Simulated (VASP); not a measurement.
# Sr: single point with LDA

Sr:

```
Sr
1.0
     2.26566    2.26566    2.26566
    -2.26566    2.26566    2.26566
    -2.26566   -2.26566    2.26566
Sr
1
Direct
  0.00000 0.00000 0.00000
```

- Program: VASP 6.6.1
- Task: single point
- Functional: LDA
- Potentials or basis: VASP PAW LDA potentials, release 64 (Sr_sv)
- Cutoff: 500 eV
- k mesh: 6 × 6 × 6
- Occupations: fermi-dirac, width 0.05 eV
- Spin: no spin polarisation
- Dipole correction: no
- Further INCAR settings: ALGO = Normal; EDIFF = 1e-06; NBANDS = 11

The pressure is 0.3 GPa. The band gap on the k mesh is zero (band 5 reaches 2.17 eV, above the bottom of band 6 at 1.62 eV).

Levels at points of the mesh, in eV from the Fermi level:
```csv
k point,band 3,band 4,band 5,band 6,band 7,band 8
"(0.00, 0.00, 0.00)",-18.01,-18.01,-3.82,2.53,2.53,2.53
"(0.50, 0.00, 0.00)",-18.12,-18.01,-1.09,0.66,1.19,3.95
"(0.50, 0.50, 0.50)",-18.26,-18.26,-0.32,-0.32,4.43,4.43
```

Wall time 9.1 s on 1 thread of Intel(R) Xeon(R) Platinum 8488C (Sapphire Rapids), on a shared host, peak memory 0.14 GiB.
